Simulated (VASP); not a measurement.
A run of VASP 6.6.1:

File POSCAR:

```
Lu
1.0
    3.5041692265      0.0000000000      0.0000000000
   -1.7520846133      3.0346995693      0.0000000000
    0.0000000000      0.0000000000      5.4566892793
Lu
2
Direct
    0.3333333333      0.6666666667      0.2500000000
    0.6666666667      0.3333333333      0.7500000000
```

INCAR.step1

```
PREC = Accurate
ENCUT = 520
ISMEAR = -1
SIGMA = 0.05
LREAL = False
LASPH = True
NELM = 80
NBANDS = 32
GGA = PE
ALGO = Normal
EDIFF = 1E-4
LWAVE = True
LCHARG = False
```

The input INCAR.step2:

```
PREC = Accurate
ENCUT = 520
EDIFF = 1E-7
ISMEAR = -1
SIGMA = 0.05
LREAL = False
LASPH = True
NELM = 80
ALGO = Normal
ISIF = 2
LWAVE = False
LCHARG = False
METAGGA = R2SCAN
LMIXTAU = True
NBANDS = 32
ISTART = 1
```

KPOINTS

```
Automatic mesh
0
Gamma
  14 14 8
```

Potentials or basis: VASP PAW PBE potentials, release 64 (Lu).

Run with:

```sh
$ cat potpaw_PBE.64/Lu/POTCAR > POTCAR
$ cp INCAR.step1 INCAR
$ mpirun -np 1 vasp_std > vasp.out
$ cp INCAR.step2 INCAR
$ mpirun -np 1 vasp_std > vasp.out
```

Hardware: 1 thread of Intel(R) Xeon(R) 6975P-C (Granite Rapids), on a shared host.

Estimate the wall time of this run.

Wall time 8 min on 1 thread of Intel(R) Xeon(R) 6975P-C (Granite Rapids), on a shared host, peak memory 0.33 GiB. Counts: k points 120.
